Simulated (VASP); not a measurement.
# HRh12 in VASP: notebook, part 2 of 2

VASP 6.6.1. Earlier steps stand in the parts before.

### Step 3. Single point, PBE

Input file INCAR:

```
  ALGO = Fast
  DIPOL = 0.5 0.5 0.323
  EDIFF = 1E-6
  ENCUT = 520
  GGA = PE
  IDIPOL = 3
  ISIF = 2
  ISMEAR = 0
  LASPH = T
  LCHARG = T
  LDIPOL = T
  LELF = T
  LREAL = F
  LVACPOTAV = T
  LVHAR = T
  LWAVE = F
  NBANDS = 102
  NELM = 60
  PREC = Accurate
  SIGMA = 0.1
```

Input file KPOINTS:

```
k-points
0
Gamma
  6 6 1
```

Input file POSCAR:

```
HRh12
1.0
    5.4165863251      0.0000000000      0.0000000000
   -2.7082931626      4.6909013593      0.0000000000
    0.0000000000      0.0000000000     19.7966118206
Rh H
12 1
Direct
    0.3333333333      0.1666666667      0.2020547777
    0.3333333333      0.6666666667      0.2020547777
    0.8333333333      0.1666666667      0.2020547777
    0.8333333333      0.6666666667      0.2020547777
    0.1666666667      0.3333333333      0.3106031918
    0.1666666667      0.8333333333      0.3106031918
    0.6666666667      0.3333333333      0.3106031918
    0.6666666667      0.8333333333      0.3106031918
    0.0000000000      0.0000000000      0.4190925142
    0.0000000000      0.5000000000      0.4190925142
    0.5000000000      0.0000000000      0.4190925142
    0.5000000000      0.5000000000      0.4190925142
    0.0833333333      0.3333333333      0.4774191072
```

Potentials or basis: VASP PAW PBE potentials, release 64 (Rh_pv, H).

Started as:

```sh
$ cat potpaw_PBE.64/Rh_pv/POTCAR potpaw_PBE.64/H/POTCAR > POTCAR
$ mpirun -np 1 vasp_std > vasp.out
```

OUTCAR:

```text
EDIFF = 1E-6
   ENCUT = 520
   GGA = PE
   ISIF = 2
   ISMEAR = 0
   LASPH = T
   LREAL = F
   NELM = 60
   PREC = Accurate

 ion  position               nearest neighbor table
   1  0.333  0.167  0.202-   5 2.66   7 2.66   6 2.66   4 2.71   4 2.71   3 2.71   3 2.71   2 2.71
                             2 2.71
   2  0.333  0.667  0.202-   6 2.66   8 2.66   5 2.66   3 2.71   3 2.71   4 2.71   4 2.71   1 2.71
                             1 2.71
   3  0.833  0.167  0.202-   7 2.66   5 2.66   8 2.66   2 2.71   2 2.71   1 2.71   1 2.71   4 2.71
                             4 2.71
   4  0.833  0.667  0.202-   8 2.66   6 2.66   7 2.66   1 2.71   1 2.71   2 2.71   2 2.71   3 2.71
                             3 2.71
   5  0.167  0.333  0.311-  12 2.66   9 2.66  10 2.66   1 2.66   3 2.66   2 2.66   8 2.71   8 2.71
                             7 2.71   7 2.71   6 2.71   6 2.71
   6  0.167  0.833  0.311-  11 2.66  10 2.66   9 2.66   2 2.66   4 2.66   1 2.66   7 2.71   7 2.71
                             8 2.71   8 2.71   5 2.71   5 2.71
   7  0.667  0.333  0.311-  10 2.66  11 2.66  12 2.66   3 2.66   1 2.66   4 2.66   6 2.71   6 2.71
                             5 2.71   5 2.71   8 2.71   8 2.71
   8  0.667  0.833  0.311-   9 2.66  12 2.66  11 2.66   4 2.66   2 2.66   3 2.66   5 2.71   5 2.71
                             6 2.71   6 2.71   7 2.71   7 2.71
   9  0.000  0.000  0.419-  13 2.00   8 2.66   5 2.66   6 2.66  12 2.71  12 2.71  11 2.71  11 2.71
                            10 2.71  10 2.71
  10  0.000  0.500  0.419-  13 1.66   7 2.66   6 2.66   5 2.66  11 2.71  11 2.71  12 2.71  12 2.71
                             9 2.71   9 2.71
  11  0.500  0.000  0.419-   6 2.66   7 2.66   8 2.66  10 2.71  10 2.71   9 2.71   9 2.71  12 2.71
                            12 2.71
  12  0.500  0.500  0.419-   5 2.66   8 2.66   7 2.66   9 2.71   9 2.71  10 2.71  10 2.71  11 2.71
                            11 2.71
  13  0.083  0.333  0.477-  10 1.66   9 2.00

  LATTYP: Found a hexagonal cell.
 ALAT       =     5.4165863251
 C/A-ratio  =     3.6548133146

  Lattice vectors:

 A1 = (   5.4165863251,   0.0000000000,   0.0000000000)
 A2 = (  -2.7082931626,   4.6909013593,   0.0000000000)
[... 189 lines left out ...]

 Free energy of the ion-electron system (eV)
  ---------------------------------------------------
  ext. energy  EPLUGINS =         0.00000000
  ---------------------------------------------------
  free energy    TOTEN  =       -84.45110720 eV

  energy without entropy =      -84.36023324  energy(sigma->0) =      -84.40567022

 E-fermi :   0.5330     XC(G=0):  -5.6042

 val. band max:        0.5191998068   @ k =   0.3333   0.3333   0.0000
 cond. band min:       0.5438347171   @ k =   0.0000   0.1667   0.0000
 fundamental gap:      0.0246349102
 Fermi energy:         0.5329837601

 k-point     1 :       0.0000    0.0000    0.0000
  band No.  band energies     occupation
      1     -46.5665      2.00000
      2     -46.5596      2.00000
      3     -46.5543      2.00000
      4     -46.4762      2.00000
      5     -46.4126      2.00000
      6     -46.3749      2.00000
[... 2089 lines left out ...]
    101       1.2077      0.00000
    102       1.2213      0.00000

------------------------ aborting loop because EDIFF is reached ----------------------------------------

  FORCE on cell =-STRESS in cart. coord.  units (eV):
  Direction    XX          YY          ZZ          XY          YZ          ZX
  --------------------------------------------------------------------------------------
  -------------------------------------------------------------------------------------
  Total       -5.7676260     -5.7179048      1.2850489      0.1159000     -0.6687372      0.6546130
  in kB      -18.3710862    -18.2127139      4.0931476      0.3691656     -2.1300669      2.0850784
  external PRESSURE =     -10.8302175 kB  Pullay stress =       0.0000000 kB

 VOLUME and BASIS-vectors are now :
 -----------------------------------------------------------------------------
  energy-cutoff  :      520.00
  volume of cell :      503.01
      direct lattice vectors                 reciprocal lattice vectors
     5.416586325  0.000000000  0.000000000     0.184618123  0.106589323  0.000000000
    -2.708293163  4.690901359  0.000000000     0.000000000  0.213178646  0.000000000
     0.000000000  0.000000000 19.796611821     0.000000000  0.000000000  0.050513694

 POSITION                                       TOTAL-FORCE (eV/Angst)
 -----------------------------------------------------------------------------------
      1.35415      0.78182      4.00000        -0.081364      0.078863     -0.125896
     -0.00000      3.12727      4.00000        -0.006103     -0.059624     -0.036231
      4.06244      0.78182      4.00000         0.029504      0.035076     -0.026195
      2.70829      3.12727      4.00000         0.022541     -0.004625     -0.006277
      0.00000      1.56363      6.14889        -0.023262      0.010657     -0.123553
     -1.35415      3.90908      6.14889        -0.003177      0.040730     -0.008087
      2.70829      1.56363      6.14889        -0.031941      0.016565     -0.053175
      1.35415      3.90908      6.14889         0.017345     -0.027559     -0.070632
      0.00000      0.00000      8.29661         0.078870     -0.044822      0.298005
     -1.35415      2.34545      8.29661        -0.331914      0.280635      0.146879
      2.70829      0.00000      8.29661        -0.110384     -0.017983     -0.130119
      1.35415      2.34545      8.29661         0.081222      0.010935      0.126084
     -0.45138      1.56363      9.45128         0.358662     -0.318850      0.009196
 -----------------------------------------------------------------------------------
    total drift:                                0.000012     -0.000051     -0.000910

  FREE ENERGIE OF THE ION-ELECTRON SYSTEM (eV)
  ---------------------------------------------------
  free  energy   TOTEN  =       -84.4511071979 eV

  energy  without entropy=      -84.3602332366  energy(sigma->0) =      -84.40567022

 vacuum level on the upper side and lower side of the slab         5.688         5.589
```

OSZICAR:

```text
N       E                     dE             d eps       ncg     rms          rms(c)
DAV:   1     0.185215486879E+04    0.18522E+04   -0.11506E+05  5368   0.168E+03
DAV:   2    -0.227435657092E+02   -0.18749E+04   -0.18330E+04  4390   0.488E+02
DAV:   3    -0.872081311221E+02   -0.64465E+02   -0.59962E+02  5106   0.869E+01
[... 29 lines left out ...]
RMM:  33    -0.844510762899E+02   -0.36029E-04   -0.23835E-06  2731   0.229E-03    0.500E-03
RMM:  34    -0.844511000754E+02   -0.23786E-04   -0.24683E-06  2053   0.171E-03    0.565E-03
RMM:  35    -0.844511049634E+02   -0.48880E-05   -0.54226E-07  1413   0.112E-03    0.229E-03
RMM:  36    -0.844511063424E+02   -0.13790E-05   -0.21307E-07   991   0.854E-04    0.928E-04
RMM:  37    -0.844511071979E+02   -0.85545E-06   -0.15002E-07   921   0.803E-04
   1 F= -.84451107E+02 E0= -.84405670E+02  d E =-.908740E-01
```

stdout:

```text
POSCAR found type information on POSCAR RhH
 POSCAR found :  2 types and      13 ions
 scaLAPACK will be used
 LDA part: xc-table for (Slater+PW92), standard interpolation
 POSCAR, INCAR and KPOINTS ok, starting setup
 FFT: planning ... GRIDC
 FFT: planning ... GRID_SOFT
 FFT: planning ... GRID
 WAVECAR not read
 entering main loop
 -----------------------------------------------------------------------------
|                                                                             |
|           W    W    AA    RRRRR   N    N  II  N    N   GGGG   !!!           |
|           W    W   A  A   R    R  NN   N  II  NN   N  G    G  !!!           |
|           W    W  A    A  R    R  N N  N  II  N N  N  G       !!!           |
|           W WW W  AAAAAA  RRRRR   N  N N  II  N  N N  G  GGG   !            |
|           WW  WW  A    A  R   R   N   NN  II  N   NN  G    G                |
|           W    W  A    A  R    R  N    N  II  N    N   GGGG   !!!           |
|                                                                             |
|     Did not find any points to average over, which means that no vacuum     |
|     field-free region was found. Please increase the size of  your cell     |
|     in the dimension of the dipole correction to obtain accurate            |
|     workfunction values.                                                    |
|                                                                             |
 -----------------------------------------------------------------------------
```

Wall time 43 min (1 thread of Oxide Virtual Turin-like, shared host); peak memory 0.96 GiB.

What came out:

| Item | Value |
| --- | --- |
| Free energy | -84.4511 eV |
| Largest force | 0.480 eV/Å |
| Band gap on the k mesh | zero (an odd number of electrons rules out a gap without spin polarisation) |

Forces on the atoms (eV/Å):
```
Rh  -0.081  0.079 -0.126
Rh  -0.006 -0.060 -0.036
Rh   0.030  0.035 -0.026
Rh   0.023 -0.005 -0.006
Rh  -0.023  0.011 -0.124
Rh  -0.003  0.041 -0.008
Rh  -0.032  0.017 -0.053
Rh   0.017 -0.028 -0.071
Rh   0.079 -0.045  0.298
Rh  -0.332  0.281  0.147
Rh  -0.110 -0.018 -0.130
Rh   0.081  0.011  0.126
H    0.359 -0.319  0.009
```

### Step 4. Single point, PBE

Input file INCAR:

```
PREC = Accurate
ENCUT = 520
EDIFF = 1E-6
ISMEAR = 0
SIGMA = 0.1
LREAL = False
LASPH = True
NELM = 80
ALGO = Fast
ISIF = 2
LWAVE = False
LCHARG = False
LDIPOL = True
IDIPOL = 3
DIPOL = 0.5 0.5 0.324
GGA = PE
NBANDS = 102
```

Input file KPOINTS:

```
regular mesh
0
Gamma
  6 6 1
```

POSCAR: that of step 3 with these lines changed.

```diff
@@ -20,2 +20,2 @@
     0.5000000000      0.5000000000      0.4190925142
-    0.0833333333      0.3333333333      0.4774191072
+    0.0000000000      0.1666666667      0.4868291496
```

Potentials or basis: VASP PAW PBE potentials, release 64 (Rh_pv, H).

Started as:

```sh
$ cat potpaw_PBE.64/Rh_pv/POTCAR potpaw_PBE.64/H/POTCAR > POTCAR
$ mpirun -np 1 vasp_std > vasp.out
```

OUTCAR:

```text
PREC = Accurate
   ENCUT = 520
   EDIFF = 1E-6
   ISMEAR = 0
   LREAL = False
   LASPH = True
   NELM = 80
   ISIF = 2
   GGA = PE

 ion  position               nearest neighbor table
   1  0.333  0.167  0.202-   5 2.66   7 2.66   6 2.66   4 2.71   4 2.71   3 2.71   3 2.71   2 2.71
                             2 2.71
   2  0.333  0.667  0.202-   6 2.66   8 2.66   5 2.66   3 2.71   3 2.71   4 2.71   4 2.71   1 2.71
                             1 2.71
   3  0.833  0.167  0.202-   7 2.66   5 2.66   8 2.66   2 2.71   2 2.71   1 2.71   1 2.71   4 2.71
                             4 2.71
   4  0.833  0.667  0.202-   8 2.66   6 2.66   7 2.66   1 2.71   1 2.71   2 2.71   2 2.71   3 2.71
                             3 2.71
   5  0.167  0.333  0.311-  12 2.66   9 2.66  10 2.66   1 2.66   3 2.66   2 2.66   8 2.71   8 2.71
                             7 2.71   7 2.71   6 2.71   6 2.71
   6  0.167  0.833  0.311-  11 2.66  10 2.66   9 2.66   2 2.66   4 2.66   1 2.66   7 2.71   7 2.71
                             8 2.71   8 2.71   5 2.71   5 2.71
   7  0.667  0.333  0.311-  10 2.66  11 2.66  12 2.66   3 2.66   1 2.66   4 2.66   6 2.71   6 2.71
                             5 2.71   5 2.71   8 2.71   8 2.71
   8  0.667  0.833  0.311-   9 2.66  12 2.66  11 2.66   4 2.66   2 2.66   3 2.66   5 2.71   5 2.71
                             6 2.71   6 2.71   7 2.71   7 2.71
   9  0.000  0.000  0.419-  13 1.62   8 2.66   5 2.66   6 2.66  12 2.71  12 2.71  11 2.71  11 2.71
                            10 2.71  10 2.71
  10  0.000  0.500  0.419-   7 2.66   6 2.66   5 2.66  11 2.71  11 2.71  12 2.71  12 2.71   9 2.71
                             9 2.71
  11  0.500  0.000  0.419-   6 2.66   7 2.66   8 2.66  10 2.71  10 2.71   9 2.71   9 2.71  12 2.71
                            12 2.71
  12  0.500  0.500  0.419-   5 2.66   8 2.66   7 2.66   9 2.71   9 2.71  10 2.71  10 2.71  11 2.71
                            11 2.71
  13  0.000  0.167  0.487-   9 1.62

  LATTYP: Found a hexagonal cell.
 ALAT       =     5.4165863251
 C/A-ratio  =     3.6548133146

  Lattice vectors:

 A1 = (   5.4165863251,   0.0000000000,   0.0000000000)
 A2 = (  -2.7082931626,   4.6909013593,   0.0000000000)
 A3 = (   0.0000000000,   0.0000000000,  19.7966118206)
[... 191 lines left out ...]
  ext. energy  EPLUGINS =         0.00000000
  ---------------------------------------------------
  free energy    TOTEN  =       -84.34244712 eV

  energy without entropy =      -84.25018860  energy(sigma->0) =      -84.29631786

 E-fermi :   0.5219     XC(G=0):  -5.6137

 val. band max:        0.5199089862   @ k =   0.1667   0.1667   0.0000
 cond. band min:       0.5232937158   @ k =  -0.1667   0.1667   0.0000
 fundamental gap:      0.0033847296
 Fermi energy:         0.5219052623

 k-point     1 :       0.0000    0.0000    0.0000
  band No.  band energies     occupation
      1     -46.5763      2.00000
      2     -46.5698      2.00000
      3     -46.5623      2.00000
      4     -46.4871      2.00000
      5     -46.4156      2.00000
      6     -46.3913      2.00000
[... 2089 lines left out ...]
    101       1.2007      0.00000
    102       1.2168      0.00000

------------------------ aborting loop because EDIFF is reached ----------------------------------------

 vacuum level on the upper side and lower side of the slab       (xc-potential included)        -0.071        -0.207

  FORCE on cell =-STRESS in cart. coord.  units (eV):
  Direction    XX          YY          ZZ          XY          YZ          ZX
  --------------------------------------------------------------------------------------
  -------------------------------------------------------------------------------------
  Total       -5.7428504     -6.4332557      1.2015022     -0.0097300      0.9719461     -0.7759901
  in kB      -18.2921708    -20.4912550      3.8270341     -0.0309921      3.0958503     -2.4716895
  external PRESSURE =     -11.6521306 kB  Pullay stress =       0.0000000 kB

 VOLUME and BASIS-vectors are now :
 -----------------------------------------------------------------------------
  energy-cutoff  :      520.00
  volume of cell :      503.01
      direct lattice vectors                 reciprocal lattice vectors
     5.416586325  0.000000000  0.000000000     0.184618123  0.106589323  0.000000000
    -2.708293163  4.690901359  0.000000000     0.000000000  0.213178646  0.000000000
     0.000000000  0.000000000 19.796611821     0.000000000  0.000000000  0.050513694

 POSITION                                       TOTAL-FORCE (eV/Angst)
 -----------------------------------------------------------------------------------
      1.35415      0.78182      4.00000        -0.058791      0.000001     -0.014396
     -0.00000      3.12727      4.00000         0.103465     -0.129617     -0.194996
      4.06244      0.78182      4.00000         0.055165     -0.014866     -0.043054
      2.70829      3.12727      4.00000         0.001459      0.042783     -0.008883
      0.00000      1.56363      6.14889         0.009393     -0.038370     -0.037179
     -1.35415      3.90908      6.14889         0.052803     -0.050397      0.079953
      2.70829      1.56363      6.14889        -0.027175      0.037171     -0.084359
      1.35415      3.90908      6.14889         0.023510     -0.040380     -0.022279
      0.00000      0.00000      8.29661         0.026501     -0.076702      0.199869
     -1.35415      2.34545      8.29661         0.050164      0.078955      0.168550
      2.70829      0.00000      8.29661        -0.102442     -0.099650     -0.068090
      1.35415      2.34545      8.29661         0.026609      0.039041     -0.013759
     -0.45138      0.78182      9.63757        -0.160660      0.252031      0.038623
 -----------------------------------------------------------------------------------
    total drift:                               -0.000038      0.000093     -0.000636

  FREE ENERGIE OF THE ION-ELECTRON SYSTEM (eV)
  ---------------------------------------------------
  free  energy   TOTEN  =       -84.3424471231 eV

  energy  without entropy=      -84.2501886000  energy(sigma->0) =      -84.29631786

 vacuum level on the upper side and lower side of the slab         5.619         5.466
```

stdout:

```text
POSCAR found type information on POSCAR RhH
 POSCAR found :  2 types and      13 ions
 scaLAPACK will be used
 LDA part: xc-table for (Slater+PW92), standard interpolation
 POSCAR, INCAR and KPOINTS ok, starting setup
 FFT: planning ... GRIDC
 FFT: planning ... GRID_SOFT
 FFT: planning ... GRID
 WAVECAR not read
 entering main loop
```

Run time: 62 min. Hardware: 1 thread of Oxide Virtual Turin-like, shared host; peak memory 0.96 GiB.

What came out:

| Quantity | Value |
| --- | --- |
| Free energy | -84.3424 eV |
| Largest force | 0.301 eV/Å |
| Band gap on the k mesh | zero (an odd number of electrons rules out a gap without spin polarisation) |

Forces on the atoms (eV/Å):
```
Rh  -0.059  0.000 -0.014
Rh   0.103 -0.130 -0.195
Rh   0.055 -0.015 -0.043
Rh   0.001  0.043 -0.009
Rh   0.009 -0.038 -0.037
Rh   0.053 -0.050  0.080
Rh  -0.027  0.037 -0.084
Rh   0.024 -0.040 -0.022
Rh   0.027 -0.077  0.200
Rh   0.050  0.079  0.169
Rh  -0.102 -0.100 -0.068
Rh   0.027  0.039 -0.014
H   -0.161  0.252  0.039
```

### Step 5. Summary

```tsv
cell	gap on the mesh (eV)	largest force (eV/Å)
as given, atomic positions A	none	0.53
as given, atomic positions B	none	0.48
as given, atomic positions C	none	0.30
```

Alike in all rows: task single point; level PBE; potentials or basis VASP PAW PBE potentials, release 64 (Rh_pv, H); no spin polarisation; k mesh 6 × 6 × 1; cutoff (eV) 520; smearing gaussian 0.1 eV.

Absolute energies hang on the potentials; compare differences alone.
